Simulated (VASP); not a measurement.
A run of VASP 6.6.1:

The input INCAR:

```
SYSTEM = AgSb
PREC = Accurate
ENCUT = 600
EDIFF = 1E-7
ISMEAR = 0
SIGMA = 0.1
LREAL = .FALSE.
LASPH = .TRUE.
NELM = 60
ALGO = Normal
ISIF = 3
LWAVE = .FALSE.
LCHARG = .FALSE.
GGA = PE
IBRION = 2
NSW = 90
EDIFFG = -0.04
```

File KPOINTS:

```
Automatic mesh
0
G
  6 6 6
  0 0 0
```

POSCAR

```
AgSb
1.0
    0.0000000000      2.9806550593      2.9806550593
    2.9806550593      0.0000000000      2.9806550593
    2.9806550593      2.9806550593      0.0000000000
Ag Sb
1 1
Direct
    0.0000000000      0.0000000000      0.0000000000
    0.7500000000      0.7500000000      0.7500000000
```

Potentials or basis: VASP PAW PBE potentials, release 64 (Ag, Sb).

The run is started by

```bash
$ cat potpaw_PBE.64/Ag/POTCAR potpaw_PBE.64/Sb/POTCAR > POTCAR
$ mpirun -np 1 vasp_std > vasp.out
```

Hardware: 1 thread of AMD EPYC 9R45 96-Core Processor (Zen 5), on a shared host.

Problem. How long does it take, and how much memory?

Solution. It took 35 s on 1 thread of AMD EPYC 9R45 96-Core Processor (Zen 5) (shared host), peak memory 0.19 GiB. Counts: scf iterations 39, k points 16, ion steps 3.
